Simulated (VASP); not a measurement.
Set up this calculation in VASP 6.6.1, as the native input.

```yaml
Task: single point
Functional: PBEsol
Potentials_or_basis: VASP PAW PBE potentials, release 64 (Au)
Cutoff: 520 eV
k_mesh: 22 × 22 × 14
Occupations: gaussian, width 0.15 eV
Spin: no spin polarisation
Dipole_correction: no
Further_INCAR_settings: ALGO = Fast; EDIFF = 1e-06; NBANDS = 18
```

The structure of Au lies in POSCAR:

```
Au
1.0
   -1.6210733944      1.6210733944      1.6210733944
    1.6210733944     -1.6210733944      1.6210733944
    3.2421467888      3.2421467888      0.0000000000
Au
2
Direct
   -0.0693984618     -0.0693984618      0.0000000000
    0.5693984618      0.5693984618      0.5000000000
```

This cell differs from its parent crystal: mode 5 (92.8 1/cm) frozen in, largest displacement +0.225 Å.

One way to write it, as run:

INCAR

```
PREC     = Accurate       # precision mode
ENCUT    = 520            # plane-wave cutoff, eV
EDIFF    = 1E-6           # SCF threshold, eV
ISMEAR   = 0              # smearing method
SIGMA    = 0.15           # smearing width, eV
LREAL    = F              # projectors in reciprocal space
LASPH    = T              # aspherical terms in the spheres
NELM     = 60             # most SCF steps
ALGO     = Fast           # electronic algorithm
ISIF     = 2              # what is computed and relaxed
LWAVE    = F              # write WAVECAR
LCHARG   = T              # write CHGCAR
GGA      = PS             # functional
LELF     = T              # ELF
LVHAR    = T            
NBANDS   = 18             # bands
```

KPOINTS

```
Automatic mesh
0
Gamma
  22 22 14
```

Potentials or basis: VASP PAW PBE potentials, release 64 (Au).

Command:

```sh
$ cat potpaw_PBE.64/Au/POTCAR > POTCAR
$ mpirun -np 1 vasp_std > vasp.out
```

Results of the run:

```yaml
Pressure: 6.9 GPa
Largest_force: 1.375 eV/Å
Band_gap_on_the_k_mesh: zero (band 11 reaches 13.09 eV, above the bottom of band 12 at 6.77 eV)
```

Caveat: the cell differs from its parent crystal (mode 5 (92.8 1/cm) frozen in, largest displacement +0.225 Å); the PAW data sets were made with another functional, which shifts forces and pressure a little; spin-orbit coupling is left out, which moves the levels of the heavy elements.

Run time: 3.4 min on 1 thread of Intel(R) Xeon(R) 6975P-C (Granite Rapids) (shared host), peak memory 0.59 GiB.
